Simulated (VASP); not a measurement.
HgPt, 2 atoms in the cell. The structure is tetragonal, space group P4/mmm (No. 123). The conventional cell has a = 2.926 Å, b = 2.926 Å, c = 3.882 Å, α = 90.00°, β = 90.00°, γ = 90.00°. Hg (site symmetry 4/mmm) has 8 Pt at 2.84 Å and 4 Hg at 2.93 Å within 3.7 Å. Pt (site symmetry 4/mmm) has 8 Hg at 2.84 Å and 4 Pt at 2.93 Å within 3.7 Å.  This cell differs from its parent crystal: strain -0.015 along x and y, +0.015 along z.

```yaml
Program: VASP 6.6.1
Task: single point
Functional: PBEsol
Potentials_or_basis: VASP PAW PBE potentials, release 64 (Hg, Pt)
Cutoff: 520 eV
k_mesh: 16 × 16 × 12
Occupations: gaussian, width 0.15 eV
Spin: no spin polarisation
Dipole_correction: no
Further_INCAR_settings: ALGO = Fast; EDIFF = 1e-06; NBANDS = 18
```

Potentials or basis: VASP PAW PBE potentials, release 64 (Hg, Pt).

Command:

```sh
$ cat potpaw_PBE.64/Hg/POTCAR potpaw_PBE.64/Pt/POTCAR > POTCAR
$ mpirun -np 1 vasp_std > vasp.out
```

Hardware: 1 thread of Intel(R) Xeon(R) 6975P-C (Granite Rapids), on a shared host.

Q: Estimate the wall time of this run.

A: It took 46 s on 1 thread of Intel(R) Xeon(R) 6975P-C (Granite Rapids), on a shared host, peak memory 0.31 GiB. Counts: scf iterations 12, k points 315.
